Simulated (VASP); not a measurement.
BP:

```
CELL_PARAMETERS angstrom
0.00000 2.26832 2.26832
2.26832 0.00000 2.26832
2.26832 2.26832 0.00000
ATOMIC_POSITIONS crystal
B 0.00000 0.00000 0.00000
P 0.25000 0.25000 0.25000
```

Program: VASP 6.6.1. Alike in all runs: task single point; no spin polarisation; cell as given; smearing gaussian 0.01 eV.

Task: Order these runs on this cell by their pressure, lowest first.
A. level PBE-based screened hybrid; potentials or basis VASP PAW PBE potentials, release 64 (B, P); k mesh 4 × 4 × 4; cutoff (eV) 520; grid for exact exchange (PRECFOCK) Normal; screening parameter 0.3 1/Å; share of exact exchange 0.05
B. level LDA; potentials or basis VASP PAW LDA potentials, release 64 (B, P); k mesh 6 × 6 × 6; cutoff (eV) 500
C. level HSE06; potentials or basis VASP PAW PBE potentials, release 64 (B, P); k mesh 4 × 4 × 4; cutoff (eV) 520; grid for exact exchange (PRECFOCK) Normal; screening parameter 0.2079 1/Å
D. level PBE-based global hybrid; potentials or basis VASP PAW PBE potentials, release 64 (B, P); k mesh 4 × 4 × 4; cutoff (eV) 520; grid for exact exchange (PRECFOCK) Normal; share of exact exchange 0.4
E. level HSE06; potentials or basis VASP PAW PBE potentials, release 64 (B, P); k mesh 2 × 2 × 2; cutoff (eV) 520; grid for exact exchange (PRECFOCK) Normal; screening parameter 0.2079 1/Å

Result: B (-5.1 GPa), D (-3.0 GPa), C (-0.9 GPa), A (1.6 GPa), E (12.9 GPa).

Caveats: some runs use coarse meshes; the PAW data sets were made with another functional, which shifts forces and pressure a little (some runs).
